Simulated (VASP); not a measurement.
Set up this calculation in VASP 6.6.1, as the native input.

* Task: single point
* Functional: r2SCAN
* Potentials or basis: VASP PAW PBE potentials, release 64 (P)
* Cutoff: 520 eV
* k mesh: 8 × 1 × 6
* Occupations: gaussian, width 0.05 eV
* Spin: no spin polarisation
* Dipole correction: no
* Further INCAR settings: ALGO = Normal; EDIFF = 1e-06; NBANDS = 18

P, a slab with vacuum:

```
P
1.0
     3.18522    0.00000    0.00000
     0.00000   33.81132    0.00000
     0.00000    0.00000    4.70157
P
4
Direct
  0.00000 0.97026 0.59215
  0.00000 0.02974 0.40785
  0.50000 0.02974 0.09215
  0.50000 0.97026 0.90785
```

This cell differs from its parent crystal: strain -0.030 along x and y, +0.015 along z.

The input as run:

POSCAR

```
P
1.0
    3.1852158884      0.0000000000      0.0000000000
    0.0000000000     33.8113200603      0.0000000000
    0.0000000000      0.0000000000      4.7015659806
P
4
Direct
    0.0000000000      0.9702614300      0.5921507200
    0.0000000000      0.0297385700      0.4078492800
    0.5000000000      0.0297385700      0.0921507200
    0.5000000000      0.9702614300      0.9078492800
```

INCAR.step1

```
PREC = Accurate ; ENCUT = 520
ISMEAR = 0 ; SIGMA = 0.05
LREAL = F ; LASPH = T
NELM = 80 ; NBANDS = 18
GGA = PE ; ALGO = Normal
EDIFF = 1E-4 ; LWAVE = T
LCHARG = F
```

INCAR.step2

```
PREC = Accurate ; ENCUT = 520
EDIFF = 1E-6 ; ISMEAR = 0
SIGMA = 0.05 ; LREAL = F
LASPH = T ; NELM = 80
ALGO = Normal ; ISIF = 2
LWAVE = F ; LCHARG = F
METAGGA = R2SCAN ; LMIXTAU = T
NBANDS = 18 ; ISTART = 1
```

KPOINTS

```
Automatic mesh
0
Gamma
  8 1 6
```

Potentials or basis: VASP PAW PBE potentials, release 64 (P).

The run is started by

```sh
$ cat potpaw_PBE.64/P/POTCAR > POTCAR
$ cp INCAR.step1 INCAR
$ mpirun -np 1 vasp_std > vasp.out
$ cp INCAR.step2 INCAR
$ mpirun -np 1 vasp_std > vasp.out
```

It gave:

```
Largest force          : 0.578 eV/Å
Band gap on the k mesh : 1.35 eV (least direct gap 1.36 eV)
```

Caveat: the cell differs from its parent crystal (strain -0.030 along x and y, +0.015 along z); there is no dipole correction, which matters where the two faces differ; the PAW data sets were made with another functional, which shifts forces and pressure a little.

Wall time 12 min on 1 thread of Intel(R) Xeon(R) 6975P-C (Granite Rapids) (shared host), peak memory 0.58 GiB.
